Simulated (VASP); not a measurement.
# Se (P6_3/mmc) in VASP: further runs

Se is run at these levels: PBE; tasks: single point.

Program: VASP 6.6.1. These are calculated values, not measurements. Logs are shortened: lines on timing, memory, paths and dates and some standing lists are left out, and cuts for length are marked.

### 1 The cell of the first run

The structure is hexagonal, space group P6_3/mmc (No. 194). The conventional cell has a = 3.662 Å, b = 3.662 Å, c = 3.848 Å, α = 90.00°, β = 90.00°, γ = 120.00°. Se (site symmetry -6m2) has 14 Se at 2.86 to 3.85 Å within 3.9 Å.

This isn't the form of Se at room conditions, which is trigonal, of chains.

### 2 Single point, PBE

File INCAR:

```
ALGO = Normal
EDIFF = 1E-6
ENCUT = 520
GGA = PE
ISIF = 2
ISMEAR = -1
LASPH = T
LCHARG = F
LREAL = F
LWAVE = F
NBANDS = 13
NELM = 60
PREC = Accurate
SIGMA = 0.1
```

File KPOINTS:

```
k-points
0
Gamma
  12 12 6
```

File POSCAR:

```
Se
1.0
    3.6624839318      0.0000000000      0.0000000000
   -1.8312419659      3.1718041259      0.0000000000
    0.0000000000      0.0000000000      3.8475617728
Se
2
Direct
    0.3333333333      0.6666666667      0.2500000000
    0.6666666667      0.3333333333      0.7500000000
```

Potentials or basis: VASP PAW PBE potentials, release 64 (Se).

Launch:

```
$ cat potpaw_PBE.64/Se/POTCAR > POTCAR
$ mpirun -np 1 vasp_std > vasp.out
```

OUTCAR:

```text
EDIFF = 1E-6
   ENCUT = 520
   GGA = PE
   ISIF = 2
   ISMEAR = -1
   LASPH = T
   LREAL = F
   NELM = 60
   PREC = Accurate

 ion  position               nearest neighbor table
   1  0.333  0.667  0.250-
   2  0.667  0.333  0.750-

  LATTYP: Found a hexagonal cell.
 ALAT       =     3.6624839318
 C/A-ratio  =     1.0505334206

  Lattice vectors:

 A1 = (   3.6624839318,   0.0000000000,   0.0000000000)
 A2 = (  -1.8312419659,   3.1718041259,   0.0000000000)
 A3 = (   0.0000000000,   0.0000000000,   3.8475617728)

Analysis of symmetry for initial positions (statically):
=====================================================================
 Subroutine PRICEL returns:
 Original cell was already a primitive cell.

 Routine SETGRP: Setting up the symmetry group for a
 hexagonal supercell.

 Subroutine GETGRP returns: Found 24 space group operations
 (whereof 12 operations were pure point group operations)
 out of a pool of 24 trial point group operations.

The static configuration has the point symmetry D_3d.
 The point group associated with its full space group is D_6h.

Analysis of symmetry for dynamics (positions and initial velocities):
=====================================================================
 Subroutine PRICEL returns:
 Original cell was already a primitive cell.

 Routine SETGRP: Setting up the symmetry group for a
 hexagonal supercell.

 Subroutine GETGRP returns: Found 24 space group operations
 (whereof 12 operations were pure point group operations)
 out of a pool of 24 trial point group operations.

The dynamic configuration has the point symmetry D_3d.
 The point group associated with its full space group is D_6h.

 Subroutine INISYM returns: Found 24 space group operations
 (whereof 12 operations are pure point group operations),
 and found     1 'primitive' translations

----------------------------------------------------------------------------------------

                                     Primitive cell

  volume of cell :      44.6959

  direct lattice vectors                    reciprocal lattice vectors
     3.662483932  0.000000000  0.000000000     0.273038741  0.157638990  0.000000000
    -1.831241966  3.171804126  0.000000000     0.000000000  0.315277981  0.000000000
     0.000000000  0.000000000  3.847561773     0.000000000  0.000000000  0.259904859

  length of vectors
     3.662483932  3.662483932  3.847561773     0.315277981  0.315277981  0.259904859

  position of ions in fractional coordinates (direct lattice)
     0.333333333  0.666666667  0.250000000
     0.666666667  0.333333333  0.750000000

  ion indices of the primitive-cell ions
   primitive index   ion index
                 1           1
                 2           2

----------------------------------------------------------------------------------------

 KPOINTS: k-points

Automatic generation of k-mesh.
 Grid dimensions read from file:
 generate k-points for:   12   12    6

 Generating k-lattice:

  Cartesian coordinates                     Fractional coordinates (reciprocal lattice)
     0.022753228  0.013136583  0.000000000     0.083333333  0.000000000  0.000000000
     0.000000000  0.026273165  0.000000000     0.000000000  0.083333333  0.000000000
     0.000000000  0.000000000  0.043317476     0.000000000  0.000000000  0.166666667

  Length of vectors
     0.026273165  0.026273165  0.043317476

  Shift w.r.t. Gamma in fractional coordinates (k-lattice)
     0.000000000  0.000000000  0.000000000

 Subroutine IBZKPT returns following result:
 ===========================================

 Found     76 irreducible k-points:

 Following reciprocal coordinates:
            Coordinates               Weight
  0.000000  0.000000  0.000000      1.000000
  0.083333 -0.000000  0.000000      6.000000
  0.166667 -0.000000  0.000000      6.000000
  0.250000  0.000000  0.000000      6.000000
  0.333333 -0.000000  0.000000      6.000000
  0.416667 -0.000000  0.000000      6.000000
[... 16 lines left out ...]
  0.250000  0.000000  0.166667     12.000000
  0.333333 -0.000000  0.166667     12.000000
 [... further k-points ...]
   k-points           NKPTS =     76   k-points in BZ     NKDIM =     76   number of bands    NBANDS=     13
   number of dos      NEDOS =    301   number of ions     NIONS =      2
   total plane-waves  NPLWV =  23520
   dimension x,y,z NGX =    28 NGY =   28 NGZ =   30
   dimension x,y,z NGXF=    56 NGYF=   56 NGZF=   60
   ions per type =               2
   NGX,Y,Z   is equivalent  to a cutoff of  12.71, 12.71, 12.96 a.u.
   NGXF,Y,Z  is equivalent  to a cutoff of  25.42, 25.42, 25.92 a.u.
 SYSTEM =  unknown system
   PREC   = accura    normal or accurate (medium, high low for compatibility)
   ISTART =      0    job   : 0-new  1-cont  2-samecut
   ICHARG =      2    charge: 1-file 2-atom 10-const
   ISPIN  =      1    spin polarized calculation?
   LNONCOLLINEAR =      F non collinear calculations
   LSORBIT =      F    spin-orbit coupling
   LASPH  =      T    aspherical Exc in radial PAW
   ENCUT  =  520.0 eV  38.22 Ry    6.18 a.u.   6.81  6.81  7.15*2*pi/ulx,y,z
   NELM   =     60;   NELMIN=  2; NELMDL= -5     # of ELM steps
   EDIFF  = 0.1E-05   stopping-criterion for ELM
   LREAL  =      F    real-space projection
   EDIFFG = 0.1E-04   stopping-criterion for IOM
   NSW    =      0    number of steps for IOM
   IBRION =     -1    ionic relax: 0-MD 1-quasi-New 2-CG
   NFREE  =      0    steps in history (QN), initial steepest desc. (CG)
   ISIF   =      2    stress and relaxation
   ISYM   =      2    0-nonsym 1-usesym 2-fastsym
   POTIM  = 0.5000    time-step for ionic-motion
   TEBEG  =    0.0;   TEEND  =   0.0 temperature during run
   PSTRESS=    0.0 pullay stress
   NELECT =      12.0000    total number of electrons
   NUPDOWN=      -1.0000    fix difference up-down
   EMIN   =  10.00;   EMAX   =-10.00  energy-range for DOS
   EFERMI =   0.00;   METHOD = LEGACY
   ISMEAR =    -1;   SIGMA  =   0.10  broadening in eV -4-tet -1-fermi 0-gaus
   EFERMI_NEDOS =   21; number of points for ismear=-14 and -15
   IALGO  =     38    algorithm
   IMIX   =      4    mixing-type and parameters
     AMIX     =   0.40;   BMIX     =  1.00
     AMIX_MAG =   1.60;   BMIX_MAG =  1.00
  volume/ion in A,a.u.               =      22.35       150.81
  Fermi-wavevector in a.u.,A,eV,Ry     =   1.056119  1.995775 15.175754  1.115386
  Thomas-Fermi vector in A             =   2.191342
   LORBIT       =      0    0 simple, 1 ext, 2 COOP (PROOUT), +10 PAW based schemes
   GGA     = PE    functional components
   LHFCALC =     F    Hartree Fock is set to
   AEXX    =    0.0000 exact exchange contribution
   IVDW    =     0    specifies the selected vdW correction
   LEPSILON=     F    determine dielectric tensor
   LRPA    =     F    only Hartree local field effects (RPA)
 non-spin polarized calculation
  energy-cutoff  :      520.00
  volume of cell :       44.70
 maximum number of plane-waves:      1218
 NGX is ok and might be reduce to    28
   NGX = 13   NGY = 13   NGZ = 15

 number of electron      12.0000001 magnetization

 Free energy of the ion-electron system (eV)
  ---------------------------------------------------
  ext. energy  EPLUGINS =         0.00000000
  ---------------------------------------------------
  free energy    TOTEN  =        -6.28633104 eV

  energy without entropy =       -6.24223626  energy(sigma->0) =       -6.26428365

 E-fermi :   4.6264     XC(G=0): -10.0203

 val. band max:        4.5979931843   @ k =   0.4167  -0.0000   0.3333
 cond. band min:       4.6420116996   @ k =   0.1667   0.1667   0.0000
 fundamental gap:      0.0440185152
 Fermi energy:         4.6263638430

 k-point     1 :       0.0000    0.0000    0.0000
  band No.  band energies     occupation
      1     -11.2553      2.00000
      2      -5.5587      2.00000
      3      -0.1015      2.00000
      4       2.4180      2.00000
      5       2.4180      2.00000
      6       5.4983      0.00033
      7       5.4983      0.00033
      8       8.0123      0.00000
      9       8.9143      0.00000
     10      11.8899      0.00000
     11      14.6707      0.00000
     12      14.6707      0.00000
     13      16.3845      0.00000

 k-point     2 :       0.0833   -0.0000    0.0000
  band No.  band energies     occupation
      1     -11.1799      2.00000
      2      -5.6382      2.00000
      3      -0.0199      2.00000
      4       2.1864      2.00000
      5       2.2557      2.00000
      6       5.3177      0.00199
      7       5.6726      0.00006
      8       7.7640      0.00000
      9       9.2238      0.00000
     10      12.2264      0.00000
     11      14.2660      0.00000
     12      14.7005      0.00000
     13      16.1457      0.00000

 k-point     3 :       0.1667   -0.0000    0.0000
  band No.  band energies     occupation
      1     -10.9574      2.00000
      2      -5.8838      2.00000
      3       0.2216      2.00000
      4       1.6691      2.00000
      5       1.8872      2.00000
      6       4.9008      0.12081
      7       6.0576      0.00000
      8       7.1093      0.00000
      9       9.9450      0.00000
     10      12.3452      0.00000
     11      14.4962      0.00000
     12      14.8957      0.00000
     13      15.6450      0.00000
[... 305 lines left out ...]
 k-point    23 :       0.2500    0.0000    0.1667
  band No.  band energies     occupation
      1     -10.3783      2.00000
      2      -6.6458      2.00000
      3      -0.3178      2.00000
      4       1.7247      2.00000
      5       2.4526      2.00000
      6       3.6812      1.99984
      7       5.9582      0.00000
      8       6.5885      0.00000
      9      10.7264      0.00000
     10      12.7298      0.00000
     11      14.0166      0.00000
     12      14.3929      0.00000
     13      16.6191      0.00000

 k-point    24 :       0.3333   -0.0000    0.1667
  band No.  band energies     occupation
      1      -9.9293      2.00000
      2      -7.0093      2.00000
      3      -0.5503      2.00000
      4       1.4039      2.00000
      5       2.1663      2.00000
      6       3.2621      2.00000
      7       6.0703      0.00000
      8       6.3271      0.00000
      9      10.3129      0.00000
     10      13.4853      0.00000
     11      14.2780      0.00000
     12      14.6690      0.00000
     13      17.7848      0.00000

 [... further k-points ...]
[... 5 lines left out ...]
  --------------------------------------------------------------------------------------
  -------------------------------------------------------------------------------------
  Total        0.0052682      0.0052682      0.0080963      0.0000000      0.0000000     -0.0000000
  in kB        0.1888455      0.1888455      0.2902202      0.0000000      0.0000000     -0.0000000
  external PRESSURE =       0.2226370 kB  Pullay stress =       0.0000000 kB

 VOLUME and BASIS-vectors are now :
 -----------------------------------------------------------------------------
  energy-cutoff  :      520.00
  volume of cell :       44.70
      direct lattice vectors                 reciprocal lattice vectors
     3.662483932  0.000000000  0.000000000     0.273038741  0.157638990  0.000000000
    -1.831241966  3.171804126  0.000000000     0.000000000  0.315277981  0.000000000
     0.000000000  0.000000000  3.847561773     0.000000000  0.000000000  0.259904859

 POSITION                                       TOTAL-FORCE (eV/Angst)
 -----------------------------------------------------------------------------------
     -0.00000      2.11454      0.96189        -0.000000     -0.000000      0.000000
      1.83124      1.05727      2.88567         0.000000      0.000000      0.000000
 -----------------------------------------------------------------------------------
    total drift:                                0.000000     -0.000000      0.000000

  FREE ENERGIE OF THE ION-ELECTRON SYSTEM (eV)
  ---------------------------------------------------
  free  energy   TOTEN  =        -6.2863310389 eV

  energy  without entropy=       -6.2422362584  energy(sigma->0) =       -6.26428365
```

Run time: 57 s. Hardware: 1 thread of Oxide Virtual Turin-like, shared host; peak memory 0.14 GiB.

Results:

| Property | Result |
| --- | --- |
| Free energy | -6.2863 eV |
| Pressure | 0.0 GPa |
| Band gap on the k mesh | zero (bands 6 and 7 overlap by 2.42 eV) |

### 3 Single point, PBE (21.45 Å³/atom)

This run uses another cell than the first one, of 21.45 Å³/atom.

File INCAR:

```
SYSTEM = Se
PREC = Accurate
ENCUT = 520
EDIFF = 1E-7
ISMEAR = -1
SIGMA = 0.1
LREAL = .FALSE.
LASPH = .TRUE.
NELM = 100
ALGO = Normal
ISIF = 2
LWAVE = .FALSE.
LCHARG = .FALSE.
GGA = PE
NBANDS = 13
```

File KPOINTS:

```
Automatic mesh
0
G
  16 16 13
  0 0 0
```

File POSCAR:

```
Se
1.0
    3.6129848379      0.0000000000      0.0000000000
   -1.8064924190      3.1289366531      0.0000000000
    0.0000000000      0.0000000000      3.7955613203
Se
2
Direct
    0.3333333333      0.6666666667      0.2500000000
    0.6666666667      0.3333333333      0.7500000000
```

Potentials or basis: VASP PAW PBE potentials, release 64 (Se).

Launch:

```
$ cat potpaw_PBE.64/Se/POTCAR > POTCAR
$ mpirun -np 1 vasp_std > vasp.out
```

It took 2 min on 1 thread of Oxide Virtual Turin-like, shared host; peak memory 0.19 GiB.

The run converged. Its results:

```
Free energy            : -6.2829 eV
Pressure               : 2.8 GPa
Band gap on the k mesh : zero (bands 6 and 7 overlap by 2.19 eV)
```

Stress tensor (GPa, compression positive):
```
2.69 0.00 0.00
0.00 2.69 0.00
0.00 0.00 3.15
```

Levels at points of the mesh, in eV from the Fermi level:
```
           k point  band 4  band 5  band 6  band 7  band 8  band 9
(0.00, 0.00, 0.00)   -2.35   -2.35    0.86    0.86    3.56    4.07
(0.50, 0.00, 0.00)   -3.98   -2.86   -0.78   -0.65    2.38    4.01
```

The gap in the log of VASP goes by the Fermi energy; the results here count the filled bands.